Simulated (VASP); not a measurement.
Input of a VASP 6.6.1 run:

INCAR

```
SYSTEM = SnPbO2
  ALGO = Normal
  EDIFF = 1E-6
  ENCUT = 910
  GGA = PE
  GGA_COMPAT = .FALSE.
  ISIF = 2
  ISMEAR = 0
  LASPH = .TRUE.
  LCHARG = .TRUE.
  LELF = .TRUE.
  LREAL = .FALSE.
  LVHAR = .TRUE.
  LWAVE = .FALSE.
  NBANDS = 50
  NELM = 120
  PREC = Accurate
  SIGMA = 0.15
```

File KPOINTS:

```
k-points
0
G
  2 2 3
  0 0 0
```

The input POSCAR:

```
SnPbO2
1.0
    5.6027450768      0.0000000000      0.0000000000
    0.0000000000      5.5904216219      0.0000000000
    0.0000000000      0.0000000000      5.1688666023
Sn Pb O
2 2 4
Direct
    0.7500000000      0.0000000000      0.7883000752
    0.2500000000      0.0000000000      0.2116999248
    0.7500000000      0.5000000000      0.2416129975
    0.2500000000      0.5000000000      0.7583870025
    0.5000000000      0.2412452100      0.0000000000
    0.0000000000      0.2412452100      0.0000000000
    0.0000000000      0.7587547900      0.0000000000
    0.5000000000      0.7587547900      0.0000000000
```

Potentials or basis: VASP PAW PBE potentials, release 64 (Sn_d, Pb_d, O_h).

The run is started by

```sh
$ cat potpaw_PBE.64/Sn_d/POTCAR potpaw_PBE.64/Pb_d/POTCAR potpaw_PBE.64/O_h/POTCAR > POTCAR
$ mpirun -np 1 vasp_std > vasp.out
```

(1) What does it give for the pressure?

(2) Estimate the largest force.

Results:

(1) 0.5 GPa.

(2) 0.039 eV/Å.

Caveat: the k points lie up to 0.56 Å⁻¹ apart; the cutoff is under 1.25 times the usual one of these potentials, so pressure, stress and relaxed cells hold a basis-set (Pulay) error.
